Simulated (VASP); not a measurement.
A run of VASP 6.6.1 is set up as follows.

File INCAR:

```
SYSTEM = YHg
PREC = Accurate
ENCUT = 520
EDIFF = 1E-6
ISMEAR = -1
SIGMA = 0.08
LREAL = .False.
LASPH = .True.
NELM = 100
ALGO = Normal
ISIF = 2
LWAVE = .False.
LCHARG = .True.
GGA = PS
LELF = .True.
LVHAR = .True.
NBANDS = 18
```

KPOINTS

```
Automatic mesh
0
Gamma
  10 10 10
  0 0 0
```

Contents of POSCAR:

```
YHg
1.0
    3.6659674976      0.0000000000      0.0000000000
    0.0000000000      3.6659674976      0.0000000000
    0.0000000000      0.0000000000      3.6659674976
Y Hg
1 1
Direct
    0.5000000000      0.5000000000      0.5000000000
    0.0000000000      0.0000000000      0.0000000000
```

Potentials or basis: VASP PAW PBE potentials, release 64 (Y_sv, Hg).

Command:

```bash
$ cat potpaw_PBE.64/Y_sv/POTCAR potpaw_PBE.64/Hg/POTCAR > POTCAR
$ mpirun -np 1 vasp_std > vasp.out
```

(1) Predict the pressure.

Answers

(1) 0.0 GPa.

Caveat: the PAW data sets were made with another functional, which shifts forces and pressure a little.
